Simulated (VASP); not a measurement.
# Cu3Sb (Pm-3m) in VASP: further runs

The runs below take Cu3Sb through single point, relaxation of cell and atoms, with LDA.

Everything below comes from runs of VASP 6.6.1. Logs are shortened: lines on timing, memory, paths and dates and some standing lists are left out, and cuts for length are marked.

## Step 1: The cell of the first run

The structure is cubic, space group Pm-3m (No. 221). The conventional cell has a = 3.796 Å, b = 3.796 Å, c = 3.796 Å, α = 90.00°, β = 90.00°, γ = 90.00°. Within 3.5 Å of Cu (site symmetry 4/mmm) lie 8 Cu at 2.68 Å and 4 Sb at 2.68 Å. Within 3.5 Å of Sb (site symmetry m-3m) lie 12 Cu at 2.68 Å.

## Step 2: Single point, LDA

INCAR reads:

```
PREC     = Accurate       # precision mode
ENCUT    = 520            # plane-wave cutoff, eV
EDIFF    = 1E-6           # SCF threshold, eV
ISMEAR   = 0              # smearing method
SIGMA    = 0.1            # smearing width, eV
LREAL    = F              # projectors in reciprocal space
LASPH    = T              # aspherical terms in the spheres
NELM     = 100            # most SCF steps
ALGO     = Fast           # electronic algorithm
ISIF     = 2              # what is computed and relaxed
LWAVE    = F              # write WAVECAR
LCHARG   = F              # write CHGCAR
NBANDS   = 27             # bands
```

KPOINTS reads:

```
Automatic mesh
0
Gamma
  12 12 12
```

POSCAR reads:

```
Cu3Sb
1.0
    3.7964228167      0.0000000000      0.0000000000
    0.0000000000      3.7964228167      0.0000000000
    0.0000000000      0.0000000000      3.7964228167
Cu Sb
3 1
Direct
    0.5000000000      0.5000000000      0.0000000000
    0.5000000000      0.0000000000      0.5000000000
    0.0000000000      0.5000000000      0.5000000000
    0.0000000000      0.0000000000      0.0000000000
```

Potentials or basis: VASP PAW LDA potentials, release 64 (Cu, Sb).

Launch:

```bash
> cat potpaw_LDA.64/Cu/POTCAR potpaw_LDA.64/Sb/POTCAR > POTCAR
> mpirun -np 1 vasp_std > vasp.out
```

OUTCAR:

```text
PREC = Accurate
   ENCUT = 520
   EDIFF = 1E-6
   ISMEAR = 0
   LREAL = F
   LASPH = T
   NELM = 100
   ISIF = 2

 ion  position               nearest neighbor table
   1  0.500  0.500  0.000-   2 2.68   3 2.68   4 2.68   2 2.68   3 2.68   2 2.68   4 2.68   2 2.68
                             3 2.68   4 2.68   3 2.68   4 2.68
   2  0.500  0.000  0.500-   1 2.68   3 2.68   4 2.68   1 2.68   4 2.68   1 2.68   3 2.68   1 2.68
                             3 2.68   4 2.68   4 2.68   3 2.68
   3  0.000  0.500  0.500-   1 2.68   2 2.68   4 2.68   1 2.68   4 2.68   2 2.68   4 2.68   4 2.68
                             1 2.68   2 2.68   1 2.68   2 2.68
   4  0.000  0.000  0.000-   1 2.68   2 2.68   3 2.68   2 2.68   3 2.68   1 2.68   3 2.68   3 2.68
                             1 2.68   2 2.68   2 2.68   1 2.68

  LATTYP: Found a simple cubic cell.
 ALAT       =     3.7964228167

  Lattice vectors:

 A1 = (   3.7964228167,   0.0000000000,   0.0000000000)
 A2 = (   0.0000000000,   3.7964228167,   0.0000000000)
 A3 = (   0.0000000000,   0.0000000000,   3.7964228167)

Analysis of symmetry for initial positions (statically):
=====================================================================
 Subroutine PRICEL returns:
 Original cell was already a primitive cell.

 Routine SETGRP: Setting up the symmetry group for a
 simple cubic supercell.

 Subroutine GETGRP returns: Found 48 space group operations
 (whereof 48 operations were pure point group operations)
 out of a pool of 48 trial point group operations.

The static configuration has the point symmetry O_h .

Analysis of symmetry for dynamics (positions and initial velocities):
=====================================================================
 Subroutine PRICEL returns:
 Original cell was already a primitive cell.

 Routine SETGRP: Setting up the symmetry group for a
 simple cubic supercell.

 Subroutine GETGRP returns: Found 48 space group operations
 (whereof 48 operations were pure point group operations)
 out of a pool of 48 trial point group operations.

The dynamic configuration has the point symmetry O_h .

 Subroutine INISYM returns: Found 48 space group operations
 (whereof 48 operations are pure point group operations),
 and found     1 'primitive' translations

----------------------------------------------------------------------------------------

                                     Primitive cell

  volume of cell :      54.7172
[... 87 lines left out ...]
   ISPIN  =      1    spin polarized calculation?
   LNONCOLLINEAR =      F non collinear calculations
   LSORBIT =      F    spin-orbit coupling
   LASPH  =      T    aspherical Exc in radial PAW
   ENCUT  =  520.0 eV  38.22 Ry    6.18 a.u.   7.06  7.06  7.06*2*pi/ulx,y,z
   NELM   =    100;   NELMIN=  2; NELMDL= -5     # of ELM steps
   EDIFF  = 0.1E-05   stopping-criterion for ELM
   LREAL  =      F    real-space projection
   EDIFFG = 0.1E-04   stopping-criterion for IOM
   NSW    =      0    number of steps for IOM
   IBRION =     -1    ionic relax: 0-MD 1-quasi-New 2-CG
   NFREE  =      0    steps in history (QN), initial steepest desc. (CG)
   ISIF   =      2    stress and relaxation
   ISYM   =      2    0-nonsym 1-usesym 2-fastsym
   POTIM  = 0.5000    time-step for ionic-motion
   TEBEG  =    0.0;   TEEND  =   0.0 temperature during run
   PSTRESS=    0.0 pullay stress
   NELECT =      38.0000    total number of electrons
   NUPDOWN=      -1.0000    fix difference up-down
   EMIN   =  10.00;   EMAX   =-10.00  energy-range for DOS
   EFERMI =   0.00;   METHOD = LEGACY
   ISMEAR =     0;   SIGMA  =   0.10  broadening in eV -4-tet -1-fermi 0-gaus
   EFERMI_NEDOS =   21; number of points for ismear=-14 and -15
   IALGO  =     68    algorithm
   IMIX   =      4    mixing-type and parameters
     AMIX     =   0.40;   BMIX     =  1.00
     AMIX_MAG =   1.60;   BMIX_MAG =  1.00
  volume/ion in A,a.u.               =      13.68        92.31
  Fermi-wavevector in a.u.,A,eV,Ry     =   1.449756  2.739641 28.596606  2.101791
  Thomas-Fermi vector in A             =   2.567446
   LORBIT       =      0    0 simple, 1 ext, 2 COOP (PROOUT), +10 PAW based schemes
   GGA     = CA    functional components
   LHFCALC =     F    Hartree Fock is set to
   AEXX    =    0.0000 exact exchange contribution
   IVDW    =     0    specifies the selected vdW correction
   LEPSILON=     F    determine dielectric tensor
   LRPA    =     F    only Hartree local field effects (RPA)
 non-spin polarized calculation
 RMM-DIIS sequential band-by-band and
 Gauss-broadening in eV      SIGMA  =   0.10
  energy-cutoff  :      520.00
  volume of cell :       54.72
 maximum number of plane-waves:      1498
   NGX = 15   NGY = 15   NGZ = 15

 number of electron      37.9999926 magnetization

 Free energy of the ion-electron system (eV)
  ---------------------------------------------------
  ext. energy  EPLUGINS =         0.00000000
  ---------------------------------------------------
  free energy    TOTEN  =       -18.57075784 eV

  energy without entropy =      -18.56231426  energy(sigma->0) =      -18.56653605

 E-fermi :   9.8843     XC(G=0): -12.6594

 val. band max:        9.8796411398   @ k =   0.4167   0.2500   0.0000
 cond. band min:       9.8859032792   @ k =   0.4167   0.2500   0.0833
 fundamental gap:      0.0062621394
 Fermi energy:         9.8843083967

 k-point     1 :       0.0000    0.0000    0.0000
  band No.  band energies     occupation
      1      -3.2937      2.00000
      2       4.4109      2.00000
      3       5.0841      2.00000
      4       5.0841      2.00000
      5       5.3843      2.00000
      6       5.3843      2.00000
[... 709 lines left out ...]
     26      18.9539      0.00000
     27      19.2238      0.00000

 [... further k-points ...]
[... 5 lines left out ...]
  --------------------------------------------------------------------------------------
  -------------------------------------------------------------------------------------
  Total        0.1520038      0.1520038      0.1520038      0.0000000     -0.0000000     -0.0000000
  in kB        4.4508323      4.4508323      4.4508323      0.0000000     -0.0000000     -0.0000000
  external PRESSURE =       4.4508323 kB  Pullay stress =       0.0000000 kB

 VOLUME and BASIS-vectors are now :
 -----------------------------------------------------------------------------
  energy-cutoff  :      520.00
  volume of cell :       54.72
      direct lattice vectors                 reciprocal lattice vectors
     3.796422817  0.000000000  0.000000000     0.263405856  0.000000000  0.000000000
     0.000000000  3.796422817  0.000000000     0.000000000  0.263405856  0.000000000
     0.000000000  0.000000000  3.796422817     0.000000000  0.000000000  0.263405856

 POSITION                                       TOTAL-FORCE (eV/Angst)
 -----------------------------------------------------------------------------------
      1.89821      1.89821      0.00000         0.000000      0.000000      0.000000
      1.89821      0.00000      1.89821         0.000000      0.000000      0.000000
      0.00000      1.89821      1.89821         0.000000      0.000000      0.000000
      0.00000      0.00000      0.00000         0.000000      0.000000      0.000000
 -----------------------------------------------------------------------------------
    total drift:                                0.000000      0.000000      0.000000

  FREE ENERGIE OF THE ION-ELECTRON SYSTEM (eV)
  ---------------------------------------------------
  free  energy   TOTEN  =       -18.5707578423 eV

  energy  without entropy=      -18.5623142612  energy(sigma->0) =      -18.56653605
```

OSZICAR:

```text
N       E                     dE             d eps       ncg     rms          rms(c)
DAV:   1     0.273990426048E+03    0.27399E+03   -0.16297E+04  4656   0.213E+03
DAV:   2    -0.622177528508E+00   -0.27461E+03   -0.26533E+03  4539   0.360E+02
DAV:   3    -0.209341532632E+02   -0.20312E+02   -0.19662E+02  5441   0.139E+02
DAV:   4    -0.214297520402E+02   -0.49560E+00   -0.49398E+00  6777   0.240E+01
DAV:   5    -0.214356051321E+02   -0.58531E-02   -0.58523E-02  6972   0.233E+00    0.140E+01
RMM:   6    -0.202079845269E+02    0.12276E+01   -0.29432E+01  5067   0.814E+01    0.916E+00
RMM:   7    -0.185851058574E+02    0.16229E+01   -0.69669E+00  4935   0.426E+01    0.228E+00
RMM:   8    -0.185656111834E+02    0.19495E-01   -0.22536E-01  5308   0.434E+00    0.123E-01
RMM:   9    -0.185709421597E+02   -0.53310E-02   -0.53076E-02  5871   0.147E+00    0.249E-01
RMM:  10    -0.185719460176E+02   -0.10039E-02   -0.22367E-02  5344   0.232E+00    0.347E-01
RMM:  11    -0.185704808871E+02    0.14651E-02   -0.62861E-03  5555   0.998E-01    0.254E-02
RMM:  12    -0.185707392259E+02   -0.25834E-03   -0.26264E-03  6268   0.300E-01    0.517E-02
RMM:  13    -0.185707493155E+02   -0.10090E-04   -0.28408E-04  5649   0.201E-01    0.738E-02
RMM:  14    -0.185707620688E+02   -0.12753E-04   -0.13713E-04  5798   0.718E-02    0.194E-02
RMM:  15    -0.185707584954E+02    0.35733E-05   -0.20207E-05  5271   0.501E-02    0.887E-03
RMM:  16    -0.185707575677E+02    0.92778E-06   -0.13047E-05  5163   0.343E-02    0.710E-03
RMM:  17    -0.185707578423E+02   -0.27461E-06   -0.26282E-06  3358   0.190E-02
   1 F= -.18570758E+02 E0= -.18566536E+02  d E =-.844358E-02
```

Wall time 3.6 min (1 thread of Oxide Virtual Turin-like, shared host); peak memory 0.18 GiB.

What came out:

```
Free energy            : -18.5708 eV
Pressure               : 0.4 GPa
Band gap on the k mesh : zero (bands 19 and 20 overlap by 2.80 eV)
```

Levels at points of the mesh, in eV from the Fermi level:
```csv
k point,band 16,band 17,band 18,band 19,band 20,band 21,band 22,band 23
"(0.00, 0.00, 0.00)",-2.60,-2.38,-2.38,-2.38,0.77,3.35,3.35,7.64
"(0.50, 0.00, 0.00)",-2.76,-2.38,0.90,0.90,1.78,3.16,3.16,4.06
"(0.50, 0.50, 0.00)",-3.00,-2.97,-1.93,-1.93,2.77,4.02,5.56,5.56
"(0.50, 0.50, 0.50)",-2.53,-2.53,-2.53,-1.97,-1.77,0.85,0.85,0.85
```

Caveat: spin-orbit coupling is left out, which moves the levels of the heavy elements.

## Step 3: Relaxation of cell and atoms, LDA

This run uses another cell than the first one, of 14.95 Å³/atom.

INCAR reads:

```
SYSTEM = Cu3Sb
ALGO = Fast
EDIFF = 1E-6
EDIFFG = -0.005
ENCUT = 600
GGA = CA
IBRION = 2
ISIF = 3
ISMEAR = 0
LASPH = .TRUE.
LCHARG = .FALSE.
LREAL = .FALSE.
LWAVE = .FALSE.
NELM = 60
NSW = 70
PREC = Accurate
SIGMA = 0.1
```

KPOINTS reads:

```
k-points
0
G
  12 12 12
  0 0 0
```

POSCAR reads:

```
Cu3Sb
1.0
    3.9104300223      0.0000000000      0.0000000000
    0.0000000000      3.9104300223      0.0000000000
    0.0000000000      0.0000000000      3.9104300223
Cu Sb
3 1
Direct
    0.5000000000      0.5000000000      0.0000000000
    0.5000000000      0.0000000000      0.5000000000
    0.0000000000      0.5000000000      0.5000000000
    0.0000000000      0.0000000000      0.0000000000
```

Potentials or basis: VASP PAW LDA potentials, release 64 (Cu, Sb).

Launch:

```bash
> cat potpaw_LDA.64/Cu/POTCAR potpaw_LDA.64/Sb/POTCAR > POTCAR
> mpirun -np 1 vasp_std > vasp.out
```

Wall time 15 min (1 thread of Oxide Virtual Turin-like, shared host); peak memory 0.23 GiB.

It converged, with:

- Free energy: -18.5730 eV
- Relaxed volume: 13.77 Å³/atom
- Relaxed cell: a = 3.804 Å, b = 3.804 Å, c = 3.804 Å, α = 90.00°, β = 90.00°, γ = 90.00°
- Space group after relaxing (to 0.1 Å): Pm-3m (No. 221)
- Energy gained by relaxing: 38.7 meV/atom
- Ionic steps: 10
- Pressure after relaxing: 0.0 GPa
- Band gap on the k mesh: zero (bands 19 and 20 overlap by 2.80 eV)

Step by step:
```
step  energy change (eV)  largest force (eV/Å)  pressure (GPa)  volume (Å³)
   1              0.0000                0.0000           -8.98        59.80
   2             -0.1154                0.0000            6.21        52.83
   3             -0.1547                0.0000            0.35        54.92
   4             -0.1547                0.0000           -0.45        55.08
   5             -0.1547                0.0000           -0.07        55.07
   6             -0.1547                0.0000           -0.26        55.07
   7             -0.1547                0.0000           -0.07        55.07
   8             -0.1547                0.0000           -0.14        55.07
   9             -0.1547                0.0000           -0.08        55.06
  10             -0.1547                0.0000            0.05        55.06
```

Final structure:
```
CELL_PARAMETERS angstrom
3.80440 0.00000 0.00000
0.00000 3.80440 0.00000
0.00000 0.00000 3.80440
ATOMIC_POSITIONS crystal
Cu 0.50000 0.50000 0.00000
Cu 0.50000 0.00000 0.50000
Cu 0.00000 0.50000 0.50000
Sb 0.00000 0.00000 0.00000
```

Levels at points of the mesh, in eV from the Fermi level:
```csv
k point,band 15,band 16,band 17,band 18,band 19,band 20,band 21,band 22,band 23
"(0.00, 0.00, 0.00)",-2.57,-2.57,-2.37,-2.37,-2.37,0.74,3.34,3.34,7.61
"(0.50, 0.00, 0.00)",-3.13,-2.74,-2.37,0.89,0.89,1.75,3.16,3.16,4.06
"(0.50, 0.50, 0.00)",-3.13,-2.98,-2.95,-1.92,-1.92,2.74,4.00,5.55,5.55
"(0.50, 0.50, 0.50)",-3.16,-2.52,-2.52,-2.52,-1.97,-1.74,0.84,0.84,0.84
```

Caveat: spin-orbit coupling is left out, which moves the levels of the heavy elements.
